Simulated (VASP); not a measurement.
Runs of VASP 6.6.1 on Al2Cu. The structure is that of space group Fm-3m (No. 225), or close to it. The cells are those of the table. 

| task | cell | k mesh | cutoff (eV) | smearing | gap on the mesh (eV) | pressure (GPa) |
| --- | --- | --- | --- | --- | --- | --- |
| relaxation of cell and atoms | relaxed to 1 GPa from a = 4.041 Å, angles 120.0, 120.0, 90.0°, 3 atoms | 14 × 14 × 14 | 600 | gaussian 0.1 eV | none | 1.0 |
| relaxation of cell and atoms | relaxed to 90 GPa from a = 3.613 Å, angles 120.0, 120.0, 90.0°, 3 atoms | 16 × 16 × 16 | 600 | gaussian 0.1 eV | none | 90.0 |
| single point | a = 4.068 Å, angles 120.0, 120.0, 90.0°, 3 atoms | 14 × 14 × 14 | 520 | gaussian 0.1 eV | none | (a) |
| single point | a = 4.055 Å, angles 120.0, 120.0, 90.0°, 3 atoms | 16 × 16 × 16 | 520 | gaussian 0.15 eV | none | -0.1 |

Alike in all rows: level r2SCAN; potentials or basis VASP PAW PBE potentials, release 64 (Al, Cu); no spin polarisation.

**Question.** Estimate the missing entries.

**Answer.** (a) -1.2.

Caveats: the PAW data sets were made with another functional, which shifts forces and pressure a little; the cell is relaxed towards a set pressure, so the run minimises the enthalpy, not the energy (at least some runs).

A gap of «none» marks levels without a gap at the run's occupations.
